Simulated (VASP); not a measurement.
# Li2Se (Fm-3m) in VASP: settings compared

The runs below take Li2Se through single point, with RPBE, r2SCAN.

All numbers are computed with VASP 6.6.1; they aren't measurements. Logs are shortened: lines on timing, memory, paths and dates and some standing lists are left out, and cuts for length are marked.

### Step 1. The cell of the first run

The structure is cubic, space group Fm-3m (No. 225). The conventional cell has a = 5.985 Å, b = 5.985 Å, c = 5.985 Å, α = 90.00°, β = 90.00°, γ = 90.00°. Li (site symmetry -43m) has 4 Se at 2.59 Å and 6 Li at 2.99 Å within 3.4 Å. Within 3.4 Å of Se (site symmetry m-3m) lie 8 Li at 2.59 Å.

### Step 2. Single point, RPBE

File INCAR:

```
SYSTEM = Li2Se
PREC = Accurate
ENCUT = 750
EDIFF = 1E-6
ISMEAR = 1
SIGMA = 0.05
LREAL = .False.
LASPH = .True.
NELM = 120
ALGO = Normal
ISIF = 2
LWAVE = .False.
LCHARG = .True.
GGA = RP
LELF = .True.
LVHAR = .True.
NBANDS = 13
GGA_COMPAT = .False.
```

File KPOINTS:

```
Automatic mesh
0
Gamma
  8 8 8
  0 0 0
```

File POSCAR:

```
Li2Se
1.0
    0.0000000000      2.9926641900      2.9926641900
    2.9926641900      0.0000000000      2.9926641900
    2.9926641900      2.9926641900      0.0000000000
Li Se
2 1
Direct
    0.2500000000      0.2500000000      0.2500000000
    0.7500000000      0.7500000000      0.7500000000
    0.0000000000      0.0000000000      0.0000000000
```

Potentials or basis: VASP PAW PBE potentials, release 64 (Li_sv, Se).

Run with:

```console
$ cat potpaw_PBE.64/Li_sv/POTCAR potpaw_PBE.64/Se/POTCAR > POTCAR
$ mpirun -np 1 vasp_std > vasp.out
```

OUTCAR:

```text
SYSTEM = Li2Se
   PREC = Accurate
   ENCUT = 750
   EDIFF = 1E-6
   ISMEAR = 1
   LREAL = .False.
   LASPH = .True.
   NELM = 120
   ISIF = 2
   GGA = RP

 ion  position               nearest neighbor table
   1  0.250  0.250  0.250-   3 2.59   3 2.59   3 2.59   3 2.59
   2  0.750  0.750  0.750-   3 2.59   3 2.59   3 2.59   3 2.59
   3  0.000  0.000  0.000-   1 2.59   2 2.59   2 2.59   2 2.59   2 2.59   1 2.59   1 2.59   1 2.59

  LATTYP: Found a face centered cubic cell.
 ALAT       =     5.9853283800

  Lattice vectors:

 A1 = (   0.0000000000,   2.9926641900,   2.9926641900)
 A2 = (   2.9926641900,   0.0000000000,   2.9926641900)
 A3 = (   2.9926641900,   2.9926641900,   0.0000000000)

Analysis of symmetry for initial positions (statically):
[... 33 lines left out ...]
                                     Primitive cell

  volume of cell :      53.6048

  direct lattice vectors                    reciprocal lattice vectors
     0.000000000  2.992664190  2.992664190    -0.167075211  0.167075211  0.167075211
     2.992664190  0.000000000  2.992664190     0.167075211 -0.167075211  0.167075211
     2.992664190  2.992664190  0.000000000     0.167075211  0.167075211 -0.167075211

  length of vectors
     4.232266285  4.232266285  4.232266285     0.289382754  0.289382754  0.289382754

  position of ions in fractional coordinates (direct lattice)
     0.250000000  0.250000000  0.250000000
     0.750000000  0.750000000  0.750000000
     0.000000000  0.000000000  0.000000000

  ion indices of the primitive-cell ions
   primitive index   ion index
                 1           1
                 2           2
                 3           3

----------------------------------------------------------------------------------------

 KPOINTS: Automatic mesh

Automatic generation of k-mesh.
 Grid dimensions read from file:
 generate k-points for:    8    8    8

 Generating k-lattice:

  Cartesian coordinates                     Fractional coordinates (reciprocal lattice)
    -0.020884401  0.020884401  0.020884401     0.125000000  0.000000000  0.000000000
     0.020884401 -0.020884401  0.020884401     0.000000000  0.125000000  0.000000000
     0.020884401  0.020884401 -0.020884401     0.000000000  0.000000000  0.125000000

  Length of vectors
     0.036172844  0.036172844  0.036172844

  Shift w.r.t. Gamma in fractional coordinates (k-lattice)
     0.000000000  0.000000000  0.000000000

 Subroutine IBZKPT returns following result:
 ===========================================

 Found     29 irreducible k-points:
[... 50 lines left out ...]
   IBRION =     -1    ionic relax: 0-MD 1-quasi-New 2-CG
   NFREE  =      0    steps in history (QN), initial steepest desc. (CG)
   ISIF   =      2    stress and relaxation
   ISYM   =      2    0-nonsym 1-usesym 2-fastsym
   POTIM  = 0.5000    time-step for ionic-motion
   TEBEG  =    0.0;   TEEND  =   0.0 temperature during run
   PSTRESS=    0.0 pullay stress
   NELECT =      12.0000    total number of electrons
   NUPDOWN=      -1.0000    fix difference up-down
   EMIN   =  10.00;   EMAX   =-10.00  energy-range for DOS
   EFERMI =   0.00;   METHOD = LEGACY
   ISMEAR =     1;   SIGMA  =   0.05  broadening in eV -4-tet -1-fermi 0-gaus
   EFERMI_NEDOS =   21; number of points for ismear=-14 and -15
   IALGO  =     38    algorithm
   IMIX   =      4    mixing-type and parameters
     AMIX     =   0.40;   BMIX     =  1.00
     AMIX_MAG =   1.60;   BMIX_MAG =  1.00
  volume/ion in A,a.u.               =      17.87       120.58
  Fermi-wavevector in a.u.,A,eV,Ry     =   0.994033  1.878449 13.443926  0.988101
  Thomas-Fermi vector in A             =   2.125956
   LORBIT       =      0    0 simple, 1 ext, 2 COOP (PROOUT), +10 PAW based schemes
   GGA     = RP    functional components
   LHFCALC =     F    Hartree Fock is set to
   AEXX    =    0.0000 exact exchange contribution
   IVDW    =     0    specifies the selected vdW correction
   LEPSILON=     F    determine dielectric tensor
   LRPA    =     F    only Hartree local field effects (RPA)
 non-spin polarized calculation
 Methfessel and Paxton  Order N= 1 SIGMA  =   0.05
  energy-cutoff  :      750.00
  volume of cell :       53.60
 maximum number of plane-waves:      2541
 NGX is ok and might be reduce to    40
   NGX = 19   NGY = 19   NGZ = 19

 number of electron      12.0000002 magnetization

 Free energy of the ion-electron system (eV)
  ---------------------------------------------------
  ext. energy  EPLUGINS =         0.00000000
  ---------------------------------------------------
  free energy    TOTEN  =       -10.57582242 eV

  energy without entropy =      -10.57584330  energy(sigma->0) =      -10.57582938

 E-fermi :   1.1862     XC(G=0):  -8.1502

 val. band max:        1.1447713106   @ k =   0.0000   0.0000   0.0000
 cond. band min:       4.2542270498   @ k =   0.5000   0.5000   0.0000
 fundamental gap:      3.1094557393
 Fermi energy:         1.1861501027

 k-point     1 :       0.0000    0.0000    0.0000
  band No.  band energies     occupation
      1     -43.7738      2.00000
      2     -43.7499      2.00000
      3     -10.2300      2.00000
      4       1.1448      1.99354
      5       1.1448      1.99354
      6       1.1448      1.99354
      7       4.7419      0.00000
      8       6.8701      0.00000
      9       6.8701      0.00000
     10       6.8701      0.00000
     11      11.7610      0.00000
     12      11.7610      0.00000
     13      12.2789      0.00000
[... 354 lines left out ...]
  band No.  band energies     occupation
      1     -43.7614      2.00000
      2     -43.7614      2.00000
      3      -9.7995      2.00000
      4      -1.4574      2.00000
      5      -0.1586      2.00000
      6       0.2180      2.00000
      7       6.6747      0.00000
      8       7.0545      0.00000
      9       8.9189      0.00000
     10       9.6615      0.00000
     11      10.6643      0.00000
     12      12.0560      0.00000
     13      13.9012      0.00000

 [... further k-points ...]
[... 5 lines left out ...]
  --------------------------------------------------------------------------------------
  -------------------------------------------------------------------------------------
  Total        0.5268216      0.5268216      0.5268216      0.0000000      0.0000000     -0.0000000
  in kB       15.7459971     15.7459971     15.7459971      0.0000000      0.0000000     -0.0000000
  external PRESSURE =      15.7459971 kB  Pullay stress =       0.0000000 kB

 VOLUME and BASIS-vectors are now :
 -----------------------------------------------------------------------------
  energy-cutoff  :      750.00
  volume of cell :       53.60
      direct lattice vectors                 reciprocal lattice vectors
     0.000000000  2.992664190  2.992664190    -0.167075211  0.167075211  0.167075211
     2.992664190  0.000000000  2.992664190     0.167075211 -0.167075211  0.167075211
     2.992664190  2.992664190  0.000000000     0.167075211  0.167075211 -0.167075211

 POSITION                                       TOTAL-FORCE (eV/Angst)
 -----------------------------------------------------------------------------------
      1.49633      1.49633      1.49633         0.000000     -0.000000     -0.000000
      4.48900      4.48900      4.48900        -0.000000      0.000000      0.000000
      0.00000      0.00000      0.00000        -0.000000      0.000000     -0.000000
 -----------------------------------------------------------------------------------
    total drift:                                0.000000     -0.000000      0.000000

  FREE ENERGIE OF THE ION-ELECTRON SYSTEM (eV)
  ---------------------------------------------------
  free  energy   TOTEN  =       -10.5758224242 eV

  energy  without entropy=      -10.5758433028  energy(sigma->0) =      -10.57582938
```

stdout:

```text
POSCAR found type information on POSCAR LiSe
 POSCAR found :  2 types and       3 ions
 scaLAPACK will be used
 -----------------------------------------------------------------------------
|                                                                             |
|                                                                             |
|     You enforced a specific xc type in the INCAR file but a different       |
|     I HOPE YOU KNOW WHAT YOU ARE DOING!                                     |
|                                                                             |
 -----------------------------------------------------------------------------

 LDA part: xc-table for (Slater+PW92), standard interpolation
 POSCAR, INCAR and KPOINTS ok, starting setup
 FFT: planning ... GRIDC
 FFT: planning ... GRID_SOFT
 FFT: planning ... GRID
 WAVECAR not read
 entering main loop
```

It took 39 s on 1 thread of Intel Xeon Platinum 8375C at 2.90GHz (Ice Lake), shared host; peak memory 0.24 GiB.

Results:

| Item | Value |
| --- | --- |
| Free energy | -10.5758 eV |
| Pressure | 1.6 GPa |
| Band gap on the k mesh | 3.11 eV, indirect (least direct gap 3.60 eV) |

Caveat: the PAW data sets were made with another functional, which shifts forces and pressure a little. A k mesh can miss the band edges.

### Step 3. Single point, r2SCAN

POSCAR is that of step 2.

File INCAR.step1:

```
SYSTEM = Li2Se
ALGO = Normal
EDIFF = 1E-5
ENCUT = 830
GGA = PE
GGA_COMPAT = .FALSE.
ISMEAR = 0
LASPH = .TRUE.
LCHARG = .FALSE.
LREAL = .FALSE.
LWAVE = .TRUE.
NBANDS = 13
NELM = 120
PREC = Accurate
SIGMA = 0.05
```

File INCAR.step2:

```
SYSTEM = Li2Se
ALGO = Normal
EDIFF = 1E-6
ENCUT = 830
GGA_COMPAT = .FALSE.
ISIF = 2
ISMEAR = 0
ISTART = 1
LASPH = .TRUE.
LCHARG = .FALSE.
LMIXTAU = .TRUE.
LREAL = .FALSE.
LWAVE = .FALSE.
METAGGA = R2SCAN
NBANDS = 13
NELM = 120
PREC = Accurate
SIGMA = 0.05
```

File KPOINTS:

```
k-points
0
G
  8 8 8
  0 0 0
```

Potentials or basis: VASP PAW PBE potentials, release 64 (Li_sv, Se).

Run with:

```console
$ cat potpaw_PBE.64/Li_sv/POTCAR potpaw_PBE.64/Se/POTCAR > POTCAR
$ cp INCAR.step1 INCAR
$ mpirun -np 1 vasp_std > vasp.out
$ cp INCAR.step2 INCAR
$ mpirun -np 1 vasp_std > vasp.out
```

Wall time 2.4 min (1 thread of Intel Xeon Platinum 8375C at 2.90GHz (Ice Lake), shared host); peak memory 0.27 GiB.

Results (log left out):

* Free energy: -23.4394 eV
* Pressure: -0.1 GPa
* Band gap on the k mesh: 3.46 eV, indirect (least direct gap 4.18 eV)

Levels at points of the mesh, in eV from the valence-band top:
```tsv
k point	band 3	band 4	band 5	band 6	band 7	band 8	band 9	band 10
(0.00, 0.00, 0.00)	-11.80	0.00	0.00	0.00	4.18	6.31	6.31	6.31
(0.50, 0.00, 0.00)	-11.41	-2.92	-0.53	-0.53	5.98	6.60	6.60	8.65
(0.50, 0.50, 0.00)	-11.29	-2.27	-1.46	-1.46	3.46	7.00	11.38	11.38
```

Caveat: the PAW data sets were made with another functional, which shifts forces and pressure a little.
